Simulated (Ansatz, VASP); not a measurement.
# BN in VASP and in Ansatz

```
B N
1.0
     2.50435    0.00000    0.00000
    -1.25218    2.16883    0.00000
     0.00000    0.00000    7.01615
B N
2 2
Direct
  0.33333 0.66667 0.25000
  0.66667 0.33333 0.75000
  0.33333 0.66667 0.75000
  0.66667 0.33333 0.25000
```

Alike in both runs: task single point; functional PBEsol; k mesh 10 × 10 × 4; no spin polarisation.

```csv
,VASP,Ansatz
version,VASP 6.6.1,Ansatz 0.2.0
potentials or method,"VASP PAW PBE potentials, release 64 (B, N)","PAW with Ansatz's default frozen-core files, scalar-relativistic"
plane-wave cutoff (eV),520,420
occupations,"gaussian, width 0.01 eV",fixed
valence electrons in the cell,16,16
```

VASP gave:

```
gap on the k mesh at the Fermi level (eV)                     : 4.26
pressure (GPa)                                                : 0.3
traceless stress, the component that is largest in VASP (GPa) : -0.39
```

What did Ansatz give for the same quantities?

gap on the k mesh at the Fermi level (eV): 4.27; pressure (GPa): 0.0; traceless stress, the component that is largest in VASP (GPa): 0.02.

VASP's potentials were made for PBE, not for PBEsol.
